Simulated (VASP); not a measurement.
# Bi (Im-3m) in VASP: notebook

Runs on Bi. Level: PBE. Tasks: single point, relaxation of cell and atoms.

All numbers are computed with VASP 6.6.1; they aren't measurements. Logs are shortened: lines on timing, memory, paths and dates and some standing lists are left out, and cuts for length are marked.

### 1 The cell of the first run

The structure is cubic, space group Im-3m (No. 229). The conventional cell has a = 3.529 Å, b = 3.529 Å, c = 3.529 Å, α = 90.00°, β = 90.00°, γ = 90.00°. Bi (site symmetry m-3m) has 14 Bi at 3.06 to 3.53 Å within 4.0 Å.

### 2 Single point, PBE

Contents of INCAR:

```
PREC = Accurate
ENCUT = 520
EDIFF = 1E-7
ISMEAR = -1
SIGMA = 0.1
LREAL = F
LASPH = T
NELM = 80
ALGO = Normal
ISIF = 2
LWAVE = F
LCHARG = T
GGA = PE
LELF = T
LVHAR = T
NBANDS = 14
```

Contents of KPOINTS:

```
Automatic mesh
0
Gamma
  15 15 15
```

Contents of POSCAR:

```
Bi
1.0
   -1.7644220109      1.7644220109      1.7644220109
    1.7644220109     -1.7644220109      1.7644220109
    1.7644220109      1.7644220109     -1.7644220109
Bi
1
Direct
    0.0000000000      0.0000000000      0.0000000000
```

Potentials or basis: VASP PAW PBE potentials, release 64 (Bi_d).

The run is started by

```bash
$ cat potpaw_PBE.64/Bi_d/POTCAR > POTCAR
$ mpirun -np 1 vasp_std > vasp.out
```

OUTCAR:

```text
PREC = Accurate
   ENCUT = 520
   EDIFF = 1E-7
   ISMEAR = -1
   LREAL = F
   LASPH = T
   NELM = 80
   ISIF = 2
   GGA = PE

 ion  position               nearest neighbor table
   1  0.000  0.000  0.000-

  LATTYP: Found a body centered cubic cell.
 ALAT       =     3.5288440218

  Lattice vectors:

 A1 = (  -1.7644220109,   1.7644220109,   1.7644220109)
 A2 = (   1.7644220109,  -1.7644220109,   1.7644220109)
 A3 = (   1.7644220109,   1.7644220109,  -1.7644220109)

Analysis of symmetry for initial positions (statically):
=====================================================================
 Subroutine PRICEL returns:
 Original cell was already a primitive cell.

 Routine SETGRP: Setting up the symmetry group for a
 body centered cubic supercell.

 Subroutine GETGRP returns: Found 48 space group operations
 (whereof 48 operations were pure point group operations)
 out of a pool of 48 trial point group operations.

The static configuration has the point symmetry O_h .

Analysis of symmetry for dynamics (positions and initial velocities):
=====================================================================
 Subroutine PRICEL returns:
 Original cell was already a primitive cell.

 Routine SETGRP: Setting up the symmetry group for a
 body centered cubic supercell.

 Subroutine GETGRP returns: Found 48 space group operations
 (whereof 48 operations were pure point group operations)
 out of a pool of 48 trial point group operations.

The dynamic configuration has the point symmetry O_h .

 Subroutine INISYM returns: Found 48 space group operations
 (whereof 48 operations are pure point group operations),
 and found     1 'primitive' translations

----------------------------------------------------------------------------------------

                                     Primitive cell

  volume of cell :      21.9719

  direct lattice vectors                    reciprocal lattice vectors
    -1.764422011  1.764422011  1.764422011     0.000000000  0.283378918  0.283378918
     1.764422011 -1.764422011  1.764422011     0.283378918  0.000000000  0.283378918
     1.764422011  1.764422011 -1.764422011     0.283378918  0.283378918  0.000000000

  length of vectors
     3.056068569  3.056068569  3.056068569     0.400758309  0.400758309  0.400758309

  position of ions in fractional coordinates (direct lattice)
     0.000000000  0.000000000  0.000000000

  ion indices of the primitive-cell ions
   primitive index   ion index
                 1           1

----------------------------------------------------------------------------------------

 KPOINTS: Automatic mesh

Automatic generation of k-mesh.
 Grid dimensions read from file:
 generate k-points for:   15   15   15

 Generating k-lattice:

  Cartesian coordinates                     Fractional coordinates (reciprocal lattice)
     0.000000000  0.018891928  0.018891928     0.066666667  0.000000000  0.000000000
     0.018891928  0.000000000  0.018891928     0.000000000  0.066666667  0.000000000
     0.018891928  0.018891928  0.000000000     0.000000000  0.000000000  0.066666667

  Length of vectors
     0.026717221  0.026717221  0.026717221

  Shift w.r.t. Gamma in fractional coordinates (k-lattice)
     0.000000000  0.000000000  0.000000000

 Subroutine IBZKPT returns following result:
 ===========================================

 Found    120 irreducible k-points:

 Following reciprocal coordinates:
            Coordinates               Weight
  0.000000  0.000000  0.000000      1.000000
  0.066667  0.000000  0.000000     12.000000
  0.133333  0.000000  0.000000     12.000000
  0.200000  0.000000  0.000000     12.000000
  0.266667  0.000000  0.000000     12.000000
  0.333333  0.000000  0.000000     12.000000
[... 16 lines left out ...]
  0.333333  0.200000  0.000000     48.000000
  0.400000  0.200000  0.000000     24.000000
 [... further k-points ...]
   k-points           NKPTS =    120   k-points in BZ     NKDIM =    120   number of bands    NBANDS=     14
   number of dos      NEDOS =    301   number of ions     NIONS =      1
   total plane-waves  NPLWV =  13824
   dimension x,y,z NGX =    24 NGY =   24 NGZ =   24
   dimension x,y,z NGXF=    48 NGYF=   48 NGZF=   48
   ions per type =               1
   NGX,Y,Z   is equivalent  to a cutoff of  13.06, 13.06, 13.06 a.u.
   NGXF,Y,Z  is equivalent  to a cutoff of  26.11, 26.11, 26.11 a.u.
 SYSTEM =  unknown system
   PREC   = accura    normal or accurate (medium, high low for compatibility)
   ISTART =      0    job   : 0-new  1-cont  2-samecut
   ICHARG =      2    charge: 1-file 2-atom 10-const
   ISPIN  =      1    spin polarized calculation?
   LNONCOLLINEAR =      F non collinear calculations
   LSORBIT =      F    spin-orbit coupling
   LASPH  =      T    aspherical Exc in radial PAW
   ENCUT  =  520.0 eV  38.22 Ry    6.18 a.u.   5.68  5.68  5.68*2*pi/ulx,y,z
   NELM   =     80;   NELMIN=  2; NELMDL= -5     # of ELM steps
   EDIFF  = 0.1E-06   stopping-criterion for ELM
   LREAL  =      F    real-space projection
   EDIFFG = 0.1E-05   stopping-criterion for IOM
   NSW    =      0    number of steps for IOM
   IBRION =     -1    ionic relax: 0-MD 1-quasi-New 2-CG
   NFREE  =      0    steps in history (QN), initial steepest desc. (CG)
   ISIF   =      2    stress and relaxation
   ISYM   =      2    0-nonsym 1-usesym 2-fastsym
   POTIM  = 0.5000    time-step for ionic-motion
   TEBEG  =    0.0;   TEEND  =   0.0 temperature during run
   PSTRESS=    0.0 pullay stress
   NELECT =      15.0000    total number of electrons
   NUPDOWN=      -1.0000    fix difference up-down
   EMIN   =  10.00;   EMAX   =-10.00  energy-range for DOS
   EFERMI =   0.00;   METHOD = LEGACY
   ISMEAR =    -1;   SIGMA  =   0.10  broadening in eV -4-tet -1-fermi 0-gaus
   EFERMI_NEDOS =   21; number of points for ismear=-14 and -15
   IALGO  =     38    algorithm
   IMIX   =      4    mixing-type and parameters
     AMIX     =   0.40;   BMIX     =  1.00
     AMIX_MAG =   1.60;   BMIX_MAG =  1.00
  volume/ion in A,a.u.               =      21.97       148.27
  Fermi-wavevector in a.u.,A,eV,Ry     =   1.441505  2.724049 28.272040  2.077936
  Thomas-Fermi vector in A             =   2.560130
   LORBIT       =      0    0 simple, 1 ext, 2 COOP (PROOUT), +10 PAW based schemes
   GGA     = PE    functional components
   LHFCALC =     F    Hartree Fock is set to
   AEXX    =    0.0000 exact exchange contribution
   IVDW    =     0    specifies the selected vdW correction
   LEPSILON=     F    determine dielectric tensor
   LRPA    =     F    only Hartree local field effects (RPA)
 non-spin polarized calculation
  energy-cutoff  :      520.00
  volume of cell :       21.97
 maximum number of plane-waves:       606
   NGX = 11   NGY = 11   NGZ = 11

 number of electron      14.9999996 magnetization

 Free energy of the ion-electron system (eV)
  ---------------------------------------------------
  ext. energy  EPLUGINS =         0.00000000
  ---------------------------------------------------
  free energy    TOTEN  =        -2.82217444 eV

  energy without entropy =       -2.80517558  energy(sigma->0) =       -2.81367501

 E-fermi :  13.1324     XC(G=0): -12.0695

 val. band max:       13.1259910433   @ k =   0.4000   0.1333   0.0000
 cond. band min:      13.2575100989   @ k =   0.2000   0.2000   0.0000
 fundamental gap:      0.1315190556
 Fermi energy:        13.1324176572

 k-point     1 :       0.0000    0.0000    0.0000
  band No.  band energies     occupation
      1     -10.5139      2.00000
      2     -10.5139      2.00000
      3     -10.5139      2.00000
      4     -10.1346      2.00000
      5     -10.1346      2.00000
      6      -3.5199      2.00000
      7      21.2418      0.00000
      8      21.2418      0.00000
      9      21.2418      0.00000
     10      23.3321      0.00000
     11      23.3321      0.00000
     12      23.3321      0.00000
     13      27.4442      0.00000
     14      27.4442      0.00000

 k-point     2 :       0.0667    0.0000    0.0000
  band No.  band energies     occupation
      1     -10.5198      2.00000
      2     -10.5067      2.00000
      3     -10.4885      2.00000
      4     -10.1413      2.00000
      5     -10.1352      2.00000
      6      -3.4007      2.00000
      7      19.9783      0.00000
      8      20.7722      0.00000
      9      21.0099      0.00000
     10      22.8745      0.00000
     11      23.2011      0.00000
     12      23.2908      0.00000
     13      27.5504      0.00000
     14      27.7467      0.00000

 k-point     3 :       0.1333    0.0000    0.0000
  band No.  band energies     occupation
      1     -10.5365      2.00000
      2     -10.4889      2.00000
      3     -10.4161      2.00000
      4     -10.1587      2.00000
      5     -10.1367      2.00000
      6      -3.0417      2.00000
      7      17.4261      0.00000
      8      19.7033      0.00000
      9      20.3405      0.00000
     10      22.2532      0.00000
     11      22.8970      0.00000
     12      23.4739      0.00000
     13      27.5666      0.00000
     14      28.5611      0.00000
[... 324 lines left out ...]
 k-point    23 :       0.3333    0.2000    0.0000
  band No.  band energies     occupation
      1     -10.5857      2.00000
      2     -10.4131      2.00000
      3     -10.1913      2.00000
      4     -10.1651      2.00000
      5     -10.0013      2.00000
      6       1.8935      2.00000
      7       7.2924      2.00000
      8      11.4215      2.00000
      9      16.3597      0.00000
     10      22.7182      0.00000
     11      25.1115      0.00000
     12      26.8985      0.00000
     13      27.7004      0.00000
     14      31.9514      0.00000

 k-point    24 :       0.4000    0.2000    0.0000
  band No.  band energies     occupation
      1     -10.5885      2.00000
      2     -10.4113      2.00000
      3     -10.1947      2.00000
      4     -10.1550      2.00000
      5      -9.9919      2.00000
      6       2.4739      2.00000
      7       6.5535      2.00000
      8      11.2199      2.00000
      9      16.2534      0.00000
     10      22.6579      0.00000
     11      26.1657      0.00000
     12      26.2365      0.00000
     13      27.1717      0.00000
     14      33.5876      0.00000

 [... further k-points ...]
[... 5 lines left out ...]
  --------------------------------------------------------------------------------------
  -------------------------------------------------------------------------------------
  Total        6.0254261      6.0254261      6.0254261     -0.0000000      0.0000000      0.0000000
  in kB      439.3705600    439.3705600    439.3705600     -0.0000000      0.0000000      0.0000000
  external PRESSURE =     439.3705600 kB  Pullay stress =       0.0000000 kB

 VOLUME and BASIS-vectors are now :
 -----------------------------------------------------------------------------
  energy-cutoff  :      520.00
  volume of cell :       21.97
      direct lattice vectors                 reciprocal lattice vectors
    -1.764422011  1.764422011  1.764422011     0.000000000  0.283378918  0.283378918
     1.764422011 -1.764422011  1.764422011     0.283378918  0.000000000  0.283378918
     1.764422011  1.764422011 -1.764422011     0.283378918  0.283378918  0.000000000

 POSITION                                       TOTAL-FORCE (eV/Angst)
 -----------------------------------------------------------------------------------
      0.00000      0.00000      0.00000        -0.000000     -0.000000      0.000000
 -----------------------------------------------------------------------------------
    total drift:                                0.000000      0.000000      0.000000

  FREE ENERGIE OF THE ION-ELECTRON SYSTEM (eV)
  ---------------------------------------------------
  free  energy   TOTEN  =        -2.8221744365 eV

  energy  without entropy=       -2.8051755785  energy(sigma->0) =       -2.81367501
```

Wall time 60 s (1 thread of Intel Xeon 8259CL, shared host); peak memory 0.16 GiB.

What came out:

| Property | Result |
| --- | --- |
| Free energy | -2.8222 eV |
| Pressure | 43.9 GPa |

Caveat: spin-orbit coupling is left out, which moves the levels of the heavy elements.

(Part 1 of 2 ends here.)
